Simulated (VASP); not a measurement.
# Ge3Pd (Pm-3m) in VASP: a series of runs, part 2 of 2

VASP 6.6.1.

## Step 6: Single point, PBEsol

This run uses another cell than the first one, of 16.86 Å³/atom, 0.895 times its volume.

INCAR

```
SYSTEM = Ge3Pd
PREC = Accurate
ENCUT = 520
EDIFF = 1E-6
ISMEAR = -1
SIGMA = 0.05
LREAL = .False.
LASPH = .True.
NELM = 60
ALGO = Normal
ISIF = 2
LWAVE = .False.
LCHARG = .False.
GGA = PS
NBANDS = 34
```

KPOINTS

```
Automatic mesh
0
Gamma
  7 7 7
  0 0 0
```

POSCAR

```
Ge3Pd
1.0
    4.0704972696      0.0000000000      0.0000000000
    0.0000000000      4.0704972696      0.0000000000
    0.0000000000      0.0000000000      4.0704972696
Pd Ge
1 3
Direct
    0.0000000000      0.0000000000      0.0000000000
    0.5000000000      0.5000000000      0.0000000000
    0.5000000000      0.0000000000      0.5000000000
    0.0000000000      0.5000000000      0.5000000000
```

Potentials or basis: VASP PAW PBE potentials, release 64 (Pd, Ge_d).

Launch:

```
$ cat potpaw_PBE.64/Pd/POTCAR potpaw_PBE.64/Ge_d/POTCAR > POTCAR
$ mpirun -np 1 vasp_std > vasp.out
```

OUTCAR:

```text
SYSTEM = Ge3Pd
   PREC = Accurate
   ENCUT = 520
   EDIFF = 1E-6
   ISMEAR = -1
   LREAL = .False.
   LASPH = .True.
   NELM = 60
   ISIF = 2
   GGA = PS

 ion  position               nearest neighbor table
   1  0.000  0.000  0.000-   2 2.88   3 2.88   4 2.88   3 2.88   4 2.88   2 2.88   4 2.88   4 2.88
                             2 2.88   3 2.88   3 2.88   2 2.88
   2  0.500  0.500  0.000-   1 2.88   3 2.88   4 2.88   3 2.88   4 2.88   1 2.88   3 2.88   3 2.88
                             1 2.88   4 2.88   4 2.88   1 2.88
   3  0.500  0.000  0.500-   1 2.88   2 2.88   4 2.88   1 2.88   2 2.88   2 2.88   4 2.88   2 2.88
                             1 2.88   4 2.88   1 2.88   4 2.88
   4  0.000  0.500  0.500-   1 2.88   2 2.88   3 2.88   1 2.88   2 2.88   1 2.88   3 2.88   1 2.88
                             2 2.88   3 2.88   2 2.88   3 2.88

  LATTYP: Found a simple cubic cell.
 ALAT       =     4.0704972696

  Lattice vectors:

 A1 = (   4.0704972696,   0.0000000000,   0.0000000000)
 A2 = (   0.0000000000,   4.0704972696,   0.0000000000)
 A3 = (   0.0000000000,   0.0000000000,   4.0704972696)

Analysis of symmetry for initial positions (statically):
[... 172 lines left out ...]
 E-fermi :   8.0764     XC(G=0): -12.1401

 val. band max:        8.0579002937   @ k =   0.4286   0.4286   0.1429
 cond. band min:       8.1636028484   @ k =   0.4286   0.0000   0.0000
 fundamental gap:      0.1057025548
 Fermi energy:         8.0763882189

 k-point     1 :       0.0000    0.0000    0.0000
  band No.  band energies     occupation
      1     -16.6706      2.00000
      2     -16.6706      2.00000
      3     -16.6706      2.00000
      4     -16.6584      2.00000
      5     -16.5992      2.00000
      6     -16.5992      2.00000
[... 729 lines left out ...]
     33      15.9222      0.00000
     34      20.0116      0.00000

------------------------ aborting loop because EDIFF is reached ----------------------------------------

  FORCE on cell =-STRESS in cart. coord.  units (eV):
  Direction    XX          YY          ZZ          XY          YZ          ZX
  --------------------------------------------------------------------------------------
  -------------------------------------------------------------------------------------
  Total        0.0936095      0.0936095      0.0936095      0.0000000      0.0000000     -0.0000000
  in kB        2.2237612      2.2237612      2.2237612      0.0000000      0.0000000     -0.0000000
  external PRESSURE =       2.2237612 kB  Pullay stress =       0.0000000 kB

 VOLUME and BASIS-vectors are now :
 -----------------------------------------------------------------------------
  energy-cutoff  :      520.00
  volume of cell :       67.44
      direct lattice vectors                 reciprocal lattice vectors
     4.070497270  0.000000000  0.000000000     0.245670230  0.000000000  0.000000000
     0.000000000  4.070497270  0.000000000     0.000000000  0.245670230  0.000000000
     0.000000000  0.000000000  4.070497270     0.000000000  0.000000000  0.245670230

 POSITION                                       TOTAL-FORCE (eV/Angst)
 -----------------------------------------------------------------------------------
      0.00000      0.00000      0.00000         0.000000      0.000000      0.000000
      2.03525      2.03525      0.00000         0.000000      0.000000      0.000000
      2.03525      0.00000      2.03525         0.000000      0.000000      0.000000
      0.00000      2.03525      2.03525         0.000000      0.000000      0.000000
 -----------------------------------------------------------------------------------
    total drift:                                0.000000      0.000000     -0.000000

  FREE ENERGIE OF THE ION-ELECTRON SYSTEM (eV)
  ---------------------------------------------------
  free  energy   TOTEN  =       -20.6284256609 eV

  energy  without entropy=      -20.6135467722  energy(sigma->0) =      -20.62098622
```

OSZICAR:

```text
N       E                     dE             d eps       ncg     rms          rms(c)
DAV:   1     0.453256834167E+03    0.45326E+03   -0.24599E+04  1672   0.420E+03
DAV:   2     0.551796718612E+02   -0.39808E+03   -0.38481E+03  1368   0.793E+02
DAV:   3    -0.172195173206E+02   -0.72399E+02   -0.71049E+02  1510   0.197E+02
DAV:   4    -0.208137624798E+02   -0.35942E+01   -0.35696E+01  1550   0.493E+01
DAV:   5    -0.208959916130E+02   -0.82229E-01   -0.82195E-01  1516   0.807E+00    0.625E+00
DAV:   6    -0.207502438566E+02    0.14575E+00   -0.15160E+00  1420   0.827E+00    0.400E+00
DAV:   7    -0.206463330764E+02    0.10391E+00   -0.30132E-01  1506   0.470E+00    0.220E+00
DAV:   8    -0.206302319880E+02    0.16101E-01   -0.60131E-02  1584   0.169E+00    0.310E-01
DAV:   9    -0.206284817897E+02    0.17502E-02   -0.74657E-03  1694   0.998E-01    0.143E-01
DAV:  10    -0.206284206927E+02    0.61097E-04   -0.10845E-03  1664   0.392E-01    0.360E-02
DAV:  11    -0.206284262611E+02   -0.55684E-05   -0.80729E-05  1526   0.981E-02    0.145E-02
DAV:  12    -0.206284256609E+02    0.60025E-06   -0.76689E-06  1316   0.232E-02
   1 F= -.20628426E+02 E0= -.20620986E+02  d E =-.148789E-01
```

stdout:

```text
POSCAR found type information on POSCAR PdGe
 POSCAR found :  2 types and       4 ions
 scaLAPACK will be used
 -----------------------------------------------------------------------------
|                                                                             |
|                                                                             |
|     You enforced a specific xc type in the INCAR file but a different       |
|     I HOPE YOU KNOW WHAT YOU ARE DOING!                                     |
|                                                                             |
 -----------------------------------------------------------------------------

 LDA part: xc-table for (Slater+PW92), standard interpolation
 POSCAR, INCAR and KPOINTS ok, starting setup
 FFT: planning ... GRIDC
 FFT: planning ... GRID_SOFT
 FFT: planning ... GRID
 WAVECAR not read
 entering main loop
```

Run time: 58 s. Hardware: 1 thread of Intel Xeon 8259CL, shared host; peak memory 0.19 GiB.

What came out:

| Quantity | Value |
| --- | --- |
| Free energy | -20.6284 eV |
| Pressure | 0.2 GPa |
| Band gap on the k mesh | zero (band 26 reaches 8.29 eV, above the bottom of band 27 at 6.60 eV) |

Caveat: the PAW data sets were made with another functional, which shifts forces and pressure a little.

## Step 7: Overview

```csv
level,cell,k mesh,smearing,gap on the mesh (eV),pressure (GPa)
r2SCAN,"a = 4.223 Å, 4 atoms",7 × 7 × 7,fermi-dirac 0.05 eV,none,-7.0
PBEsol,"a = 4.142 Å, 4 atoms",4 × 4 × 4,fermi-dirac 0.03 eV,none,-4.8
PBE,"a = 4.142 Å, 4 atoms",7 × 7 × 7,fermi-dirac 0.05 eV,none,-0.1
PBEsol,"a = 4.012 Å, 4 atoms",7 × 7 × 7,fermi-dirac 0.05 eV,none,5.0
PBEsol,"a = 4.070 Å, 4 atoms",7 × 7 × 7,fermi-dirac 0.05 eV,none,0.2
```

Alike in all rows: task single point; potentials or basis VASP PAW PBE potentials, release 64 (Pd, Ge_d); no spin polarisation; cutoff (eV) 520.

Caveats: some runs use coarse meshes; the PAW data sets were made with another functional, which shifts forces and pressure a little (some runs).

Total energies depend on the potentials used, so only differences within one code and one set of settings carry meaning.
